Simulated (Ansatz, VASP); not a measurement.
## One calculation of SbPt, two programs

Contents of INCAR:

```
PREC = Accurate
ENCUT = 520
EDIFF = 1E-6
ISMEAR = -1
SIGMA = 0.08
LREAL = False
LASPH = True
NELM = 60
ALGO = Normal
ISIF = 2
LWAVE = False
LCHARG = False
GGA = CA
NBANDS = 23
```

Contents of KPOINTS:

```
Automatic mesh
0
Gamma
  11 11 8
```

POSCAR

```
SbPt
1.0
    4.0886978919      0.0000000000      0.0000000000
   -2.0443489460      3.5409162428      0.0000000000
    0.0000000000      0.0000000000      5.4720000000
Sb Pt
2 2
Direct
    0.3333333333      0.6666666667      0.2500000000
    0.6666666667      0.3333333333      0.7500000000
    0.0000000000      0.0000000000      0.0000000000
    0.0000000000      0.0000000000      0.5000000000
```

Input for Ansatz:

```yaml
crystal:
  lattice:
    - [4.0886978919, 0.0, 0.0]
    - [-2.044348946, 3.5409162428, 0.0]
    - [0.0, 0.0, 5.472]
  atoms:
    - { symbol: Sb, position: [0.3333333333, 0.6666666667, 0.25] }
    - { symbol: Sb, position: [0.6666666667, 0.3333333333, 0.75] }
    - { symbol: Pt, position: [0.0, 0.0, 0.0] }
    - { symbol: Pt, position: [0.0, 0.0, 0.5] }
kpoints:
  mp_grid: { grid: [11, 11, 8] }
  band_path:
    path:
      - [0.0, 0.0, 0.0]
      - [0.5, 0.0, 0.0]
      - [0.3333333333, 0.3333333333, 0.0]
      - [0.0, 0.0, 0.0]
      - [0.0, 0.0, 0.5]
      - [0.5, 0.0, 0.5]
      - [0.3333333333, 0.3333333333, 0.5]
      - [0.0, 0.0, 0.5]
      - [0.5, 0.0, 0.5]
    npoints: 5
scf:
  occupations: { method: fermi_dirac, width: 0.08 }
hamiltonian:
  xc: lda
  pseudopotentials: { kind: all_electron, lapw: { basis_error: 0.0005 } }
output:
  forces: true
  stress: true
  eigenvalues: true
```

Change from the starting cell: equal xx and yy strain of -1 %.

Alike in both runs: task single point; functional LDA; k mesh 11 × 11 × 8; occupations fermi-dirac, width 0.08 eV; no spin polarisation.

|  | VASP | Ansatz |
| --- | --- | --- |
| version | VASP 6.6.1 | Ansatz 0.2.0 |
| potentials or method | VASP PAW LDA potentials, release 64 (Sb, Pt), cutoff 520 eV | all-electron LAPW, scalar-relativistic |

VASP gave:

```
pressure (GPa)                                                : 3.3
traceless stress, the component that is largest in VASP (GPa) : -1.41
```

Task: What did Ansatz give for the same quantities?

Result: Pressure (GPa): 3.0; traceless stress, the component that is largest in VASP (GPa): -1.55.

LDA's correlation is that of Perdew and Zunger in VASP and of Perdew and Wang (1992) in Ansatz. Ansatz ran all-electron here, and VASP with PAW potentials.

Neither program's run includes spin-orbit coupling.
